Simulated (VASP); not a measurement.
# Ge2H3 in VASP: notebook

Runs on Ge2H3. Level: PBE. Tasks: single point.

All numbers are computed with VASP 6.6.1; they aren't measurements. Logs are shortened: lines on timing, memory, paths and dates and some standing lists are left out, and cuts for length are marked.

### Step 1. The cell of the first run

The cell holds a wire or tube with vacuum around it, 20 atoms: a = 15.100 Å, b = 16.800 Å, c = 5.835 Å, α = 90.00°, β = 90.00°, γ = 90.00°.

### Step 2. Single point, PBE

INCAR reads:

```
SYSTEM = Ge2H3
PREC = Accurate
ENCUT = 520
EDIFF = 1E-7
ISMEAR = 0
SIGMA = 0.05
LREAL = Auto
LASPH = .True.
NELM = 60
ALGO = Normal
ISIF = 2
LWAVE = .False.
LCHARG = .False.
GGA = PE
NBANDS = 78
```

KPOINTS reads:

```
Automatic mesh
0
Gamma
  1 1 10
  0 0 0
```

POSCAR reads:

```
Ge2H3
1.0
   15.1000000000      0.0000000000      0.0000000000
    0.0000000000     16.8000000000      0.0000000000
    0.0000000000      0.0000000000      5.8354695558
Ge H
8 12
Direct
    0.6384064941      0.5000000000      0.5000000000
    0.3613005859      0.4063702797      0.2242013699
    0.3613005859      0.5936297203      0.7757986301
    0.4513048704      0.5000000000      0.0000000000
    0.5432217956      0.4181128151      0.7433710007
    0.4524956041      0.3323035275      0.4971502060
    0.4524956041      0.6676964725      0.5028497940
    0.5432217956      0.5818871849      0.2566289993
    0.6987598260      0.4462735626      0.3520065682
    0.6987598260      0.5537264374      0.6479934318
    0.2866730221      0.4507498455      0.3522605239
    0.3164969179      0.3471178652      0.0575607619
    0.2866730221      0.5492501545      0.6477394761
    0.3164969179      0.6528821348      0.9424392381
    0.6013208843      0.3630682913      0.8955943278
    0.3930290225      0.2776825490      0.6448833251
    0.5157006541      0.2778748543      0.3593506015
    0.3930290225      0.7223174510      0.3551166749
    0.5157006541      0.7221251457      0.6406493985
    0.6013208843      0.6369317087      0.1044056722
```

Potentials or basis: VASP PAW PBE potentials, release 64 (Ge_d, H).

Command:

```bash
> cat potpaw_PBE.64/Ge_d/POTCAR potpaw_PBE.64/H/POTCAR > POTCAR
> mpirun -np 1 vasp_std > vasp.out
```

OUTCAR:

```text
SYSTEM = Ge2H3
   PREC = Accurate
   ENCUT = 520
   EDIFF = 1E-7
   ISMEAR = 0
   LREAL = Auto
   LASPH = .True.
   NELM = 60
   ISIF = 2
   GGA = PE

 ion  position               nearest neighbor table
   1  0.638  0.500  0.500-   9 1.55  10 1.55   5 2.44   8 2.44
   2  0.361  0.406  0.224-  11 1.54  12 1.55   6 2.45   4 2.46
   3  0.361  0.594  0.776-  13 1.54  14 1.55   7 2.45   4 2.46
   4  0.451  0.500  0.000-   2 2.46   3 2.46   5 2.46   8 2.46
   5  0.543  0.418  0.743-  15 1.55   1 2.44   6 2.45   4 2.46
   6  0.452  0.332  0.497-  16 1.55  17 1.55   2 2.45   5 2.45
   7  0.452  0.668  0.503-  18 1.55  19 1.55   3 2.45   8 2.45
   8  0.543  0.582  0.257-  20 1.55   1 2.44   7 2.45   4 2.46
   9  0.699  0.446  0.352-   1 1.55
  10  0.699  0.554  0.648-   1 1.55
  11  0.287  0.451  0.352-   2 1.54
  12  0.316  0.347  0.058-   2 1.55
  13  0.287  0.549  0.648-   3 1.54
  14  0.316  0.653  0.942-   3 1.55
  15  0.601  0.363  0.896-   5 1.55
  16  0.393  0.278  0.645-   6 1.55
  17  0.516  0.278  0.359-   6 1.55
  18  0.393  0.722  0.355-   7 1.55
  19  0.516  0.722  0.641-   7 1.55
  20  0.601  0.637  0.104-   8 1.55

  LATTYP: Found a simple orthorhombic cell.
 ALAT       =     5.8354695558
 B/A-ratio  =     2.5876238160
 C/A-ratio  =     2.8789457025

  Lattice vectors:

 A1 = (   0.0000000000,   0.0000000000,   5.8354695558)
 A2 = (  15.1000000000,   0.0000000000,   0.0000000000)
 A3 = (   0.0000000000,  16.8000000000,   0.0000000000)

Analysis of symmetry for initial positions (statically):
=====================================================================
 Subroutine PRICEL returns:
 Original cell was already a primitive cell.

 Routine SETGRP: Setting up the symmetry group for a
 simple orthorhombic supercell.

 Subroutine GETGRP returns: Found  2 space group operations
 (whereof  2 operations were pure point group operations)
 out of a pool of  8 trial point group operations.

The static configuration has the point symmetry C_2 .

Analysis of symmetry for dynamics (positions and initial velocities):
=====================================================================
 Subroutine PRICEL returns:
 Original cell was already a primitive cell.

 Routine SETGRP: Setting up the symmetry group for a
 simple orthorhombic supercell.

 Subroutine GETGRP returns: Found  2 space group operations
 (whereof  2 operations were pure point group operations)
 out of a pool of  8 trial point group operations.

The dynamic configuration has the point symmetry C_2 .

 Subroutine INISYM returns: Found  2 space group operations
 (whereof  2 operations are pure point group operations),
 and found     1 'primitive' translations

----------------------------------------------------------------------------------------

                                     Primitive cell

  volume of cell :    1480.3419

  direct lattice vectors                    reciprocal lattice vectors
    15.100000000  0.000000000  0.000000000     0.066225166  0.000000000  0.000000000
     0.000000000 16.800000000  0.000000000     0.000000000  0.059523810  0.000000000
     0.000000000  0.000000000  5.835469556     0.000000000  0.000000000  0.171365816

  length of vectors
    15.100000000 16.800000000  5.835469556     0.066225166  0.059523810  0.171365816

  position of ions in fractional coordinates (direct lattice)
     0.638406494  0.500000000  0.500000000
     0.361300586  0.406370280  0.224201370
     0.361300586  0.593629720  0.775798630
     0.451304870  0.500000000  0.000000000
     0.543221796  0.418112815  0.743371001
     0.452495604  0.332303528  0.497150206
[... 12 lines left out ...]
     0.515700654  0.722125146  0.640649399
     0.601320884  0.636931709  0.104405672

  ion indices of the primitive-cell ions
   primitive index   ion index
                 1           1
                 2           2
                 3           3
                 4           4
                 5           5
                 6           6
[... 12 lines left out ...]
                19          19
                20          20

----------------------------------------------------------------------------------------

 KPOINTS: Automatic mesh

Automatic generation of k-mesh.
 Grid dimensions read from file:
 generate k-points for:    1    1   10

 Generating k-lattice:

  Cartesian coordinates                     Fractional coordinates (reciprocal lattice)
     0.066225166  0.000000000  0.000000000     1.000000000  0.000000000  0.000000000
     0.000000000  0.059523810  0.000000000     0.000000000  1.000000000  0.000000000
     0.000000000  0.000000000  0.017136582     0.000000000  0.000000000  0.100000000

  Length of vectors
     0.066225166  0.059523810  0.017136582

  Shift w.r.t. Gamma in fractional coordinates (k-lattice)
     0.000000000  0.000000000  0.000000000

 Subroutine IBZKPT returns following result:
 ===========================================

 Found      6 irreducible k-points:

 Following reciprocal coordinates:
            Coordinates               Weight
  0.000000  0.000000  0.000000      1.000000
  0.000000  0.000000  0.100000      2.000000
  0.000000  0.000000  0.200000      2.000000
  0.000000  0.000000  0.300000      2.000000
  0.000000  0.000000  0.400000      2.000000
  0.000000  0.000000  0.500000      1.000000
   k-points           NKPTS =      6   k-points in BZ     NKDIM =      6   number of bands    NBANDS=     78
   number of dos      NEDOS =    301   number of ions     NIONS =     20
   total plane-waves  NPLWV = 677376
   dimension x,y,z NGX =   112 NGY =  126 NGZ =   48
   dimension x,y,z NGXF=   224 NGYF=  252 NGZF=   96
   ions per type =               8  12
   NGX,Y,Z   is equivalent  to a cutoff of  12.33, 12.47, 13.67 a.u.
   NGXF,Y,Z  is equivalent  to a cutoff of  24.66, 24.94, 27.35 a.u.
 SYSTEM =  Ge2H3
   PREC   = accura    normal or accurate (medium, high low for compatibility)
   ISTART =      0    job   : 0-new  1-cont  2-samecut
   ICHARG =      2    charge: 1-file 2-atom 10-const
   ISPIN  =      1    spin polarized calculation?
   LNONCOLLINEAR =      F non collinear calculations
   LSORBIT =      F    spin-orbit coupling
   LASPH  =      T    aspherical Exc in radial PAW
   ENCUT  =  520.0 eV  38.22 Ry    6.18 a.u.  28.08 31.24 10.85*2*pi/ulx,y,z
   NELM   =     60;   NELMIN=  2; NELMDL= -5     # of ELM steps
   EDIFF  = 0.1E-06   stopping-criterion for ELM
   LREAL  =      T    real-space projection
   EDIFFG = 0.1E-05   stopping-criterion for IOM
   NSW    =      0    number of steps for IOM
   IBRION =     -1    ionic relax: 0-MD 1-quasi-New 2-CG
   NFREE  =      0    steps in history (QN), initial steepest desc. (CG)
   ISIF   =      2    stress and relaxation
   ISYM   =      2    0-nonsym 1-usesym 2-fastsym
   POTIM  = 0.5000    time-step for ionic-motion
   TEBEG  =    0.0;   TEEND  =   0.0 temperature during run
   PSTRESS=    0.0 pullay stress
   NELECT =     124.0000    total number of electrons
   NUPDOWN=      -1.0000    fix difference up-down
   EMIN   =  10.00;   EMAX   =-10.00  energy-range for DOS
   EFERMI =   0.00;   METHOD = LEGACY
   ISMEAR =     0;   SIGMA  =   0.05  broadening in eV -4-tet -1-fermi 0-gaus
   EFERMI_NEDOS =   21; number of points for ismear=-14 and -15
   IALGO  =     38    algorithm
   IMIX   =      4    mixing-type and parameters
     AMIX     =   0.40;   BMIX     =  1.00
     AMIX_MAG =   1.60;   BMIX_MAG =  1.00
  volume/ion in A,a.u.               =      74.02       499.49
  Fermi-wavevector in a.u.,A,eV,Ry     =   0.716300  1.353610  6.980947  0.513085
  Thomas-Fermi vector in A             =   1.804684
   LORBIT       =      0    0 simple, 1 ext, 2 COOP (PROOUT), +10 PAW based schemes
   GGA     = PE    functional components
   LHFCALC =     F    Hartree Fock is set to
   AEXX    =    0.0000 exact exchange contribution
   IVDW    =     0    specifies the selected vdW correction
   LEPSILON=     F    determine dielectric tensor
   LRPA    =     F    only Hartree local field effects (RPA)
 non-spin polarized calculation
 Gauss-broadening in eV      SIGMA  =   0.05
  energy-cutoff  :      520.00
  volume of cell :     1480.34
 maximum number of plane-waves:     39910
   NGX = 57   NGY = 63   NGZ = 21

 number of electron     123.9999990 magnetization

 Free energy of the ion-electron system (eV)
  ---------------------------------------------------
  ext. energy  EPLUGINS =         0.00000000
  ---------------------------------------------------
  free energy    TOTEN  =       -74.36203580 eV

  energy without entropy =      -74.36203580  energy(sigma->0) =      -74.36203580

 E-fermi :  -4.6712     XC(G=0):  -2.3160

 val. band max:       -4.8916188923   @ k =   0.0000   0.0000   0.0000
 cond. band min:      -1.0000564365   @ k =   0.0000   0.0000   0.5000
 fundamental gap:      3.8915624558
 Fermi energy:        -4.6711544972

 k-point     1 :       0.0000    0.0000    0.0000
  band No.  band energies     occupation
      1     -27.6883      2.00000
      2     -27.6875      2.00000
      3     -27.6760      2.00000
      4     -27.6534      2.00000
      5     -27.6532      2.00000
      6     -27.6341      2.00000
[... 66 lines left out ...]
     73       0.9058      0.00000
     74       0.9724      0.00000

 k-point     2 :       0.0000    0.0000    0.1000
  band No.  band energies     occupation
      1     -27.6878      2.00000
      2     -27.6872      2.00000
      3     -27.6760      2.00000
      4     -27.6568      2.00000
      5     -27.6503      2.00000
      6     -27.6343      2.00000
[... 66 lines left out ...]
     73       0.9127      0.00000
     74       1.0137      0.00000

 k-point     3 :       0.0000    0.0000    0.2000
  band No.  band energies     occupation
      1     -27.6869      2.00000
      2     -27.6863      2.00000
      3     -27.6760      2.00000
      4     -27.6603      2.00000
      5     -27.6484      2.00000
      6     -27.6348      2.00000
[... 66 lines left out ...]
     73       0.9941      0.00000
     74       1.1061      0.00000

 k-point     4 :       0.0000    0.0000    0.3000
  band No.  band energies     occupation
      1     -27.6859      2.00000
      2     -27.6847      2.00000
      3     -27.6758      2.00000
      4     -27.6638      2.00000
      5     -27.6479      2.00000
      6     -27.6356      2.00000
[... 66 lines left out ...]
     73       1.1625      0.00000
     74       1.2119      0.00000

 k-point     5 :       0.0000    0.0000    0.4000
  band No.  band energies     occupation
      1     -27.6849      2.00000
      2     -27.6837      2.00000
      3     -27.6745      2.00000
      4     -27.6674      2.00000
      5     -27.6481      2.00000
      6     -27.6363      2.00000
[... 66 lines left out ...]
     73       1.2660      0.00000
     74       1.3708      0.00000

 k-point     6 :       0.0000    0.0000    0.5000
  band No.  band energies     occupation
      1     -27.6843      2.00000
      2     -27.6834      2.00000
      3     -27.6728      2.00000
      4     -27.6700      2.00000
      5     -27.6482      2.00000
      6     -27.6367      2.00000
[... 66 lines left out ...]
     73       1.3613      0.00000
     74       1.3971      0.00000
 [bands above 74 left out]

------------------------ aborting loop because EDIFF is reached ----------------------------------------

  FORCE on cell =-STRESS in cart. coord.  units (eV):
  Direction    XX          YY          ZZ          XY          YZ          ZX
  --------------------------------------------------------------------------------------
  -------------------------------------------------------------------------------------
  Total       -0.4112063     -0.4176187     -0.3578360      0.0000000     -0.0619944      0.0000000
  in kB       -0.4450495     -0.4519896     -0.3872866      0.0000000     -0.0670966      0.0000000
  external PRESSURE =      -0.4281086 kB  Pullay stress =       0.0000000 kB

 VOLUME and BASIS-vectors are now :
 -----------------------------------------------------------------------------
  energy-cutoff  :      520.00
  volume of cell :     1480.34
      direct lattice vectors                 reciprocal lattice vectors
    15.100000000  0.000000000  0.000000000     0.066225166  0.000000000  0.000000000
     0.000000000 16.800000000  0.000000000     0.000000000  0.059523810  0.000000000
     0.000000000  0.000000000  5.835469556     0.000000000  0.000000000  0.171365816

 POSITION                                       TOTAL-FORCE (eV/Angst)
 -----------------------------------------------------------------------------------
      9.63994      8.40000      2.91773         0.029081     -0.000000     -0.000000
      5.45564      6.82702      1.30832        -0.029520     -0.006896     -0.007400
      5.45564      9.97298      4.52715        -0.029520      0.006896      0.007400
      6.81470      8.40000      0.00000        -0.006294     -0.000000     -0.000000
      8.20265      7.02430      4.33792         0.015374     -0.011774      0.013983
      6.83268      5.58270      2.90110         0.004808     -0.032245      0.001266
[... 12 lines left out ...]
      7.78708     12.13170      3.73849        -0.019129     -0.019422     -0.016842
      9.07995     10.70045      0.60926        -0.015241     -0.014624      0.016186
 -----------------------------------------------------------------------------------
    total drift:                                0.001232      0.000000     -0.000003

  FREE ENERGIE OF THE ION-ELECTRON SYSTEM (eV)
  ---------------------------------------------------
  free  energy   TOTEN  =       -74.3620357973 eV

  energy  without entropy=      -74.3620357973  energy(sigma->0) =      -74.36203580
```

Run time: 64 min. Hardware: 1 thread of Intel Xeon 8259CL, shared host; peak memory 1.4 GiB.

What came out:

| Item | Value |
| --- | --- |
| Free energy | -74.3620 eV |
| Largest force | 0.033 eV/Å |
| Band gap on the k mesh | 3.89 eV (least direct gap 4.03 eV) |

Forces in eV/Å, atoms in the order of the input:
```
Ge   0.029  0.000  0.000
Ge  -0.030 -0.007 -0.007
Ge  -0.030  0.007  0.007
Ge  -0.006  0.000  0.000
Ge   0.015 -0.012  0.014
Ge   0.005 -0.032  0.001
Ge   0.005  0.032 -0.001
Ge   0.015  0.012 -0.014
H   -0.018  0.016  0.016
H   -0.018 -0.016 -0.016
H    0.017 -0.005 -0.005
H    0.018  0.017  0.019
H    0.017  0.005  0.005
H    0.018 -0.017 -0.019
H   -0.015  0.015 -0.016
H    0.016  0.018 -0.016
H   -0.019  0.019  0.017
H    0.016 -0.018  0.016
H   -0.019 -0.019 -0.017
H   -0.015 -0.015  0.016
```

Levels at points of the mesh, in eV from the valence-band top:
```
           k point  band 58  band 59  band 60  band 61  band 62  band 63  band 64  band 65  band 66  band 67
(0.00, 0.00, 0.00)    -1.07    -0.64    -0.17    -0.13     0.00     4.07     4.28     4.35     4.49     4.61
(0.00, 0.00, 0.50)    -0.88    -0.70    -0.22    -0.20    -0.14     3.89     4.14     4.28     4.71     5.07
```

[end of part 1 of 2]
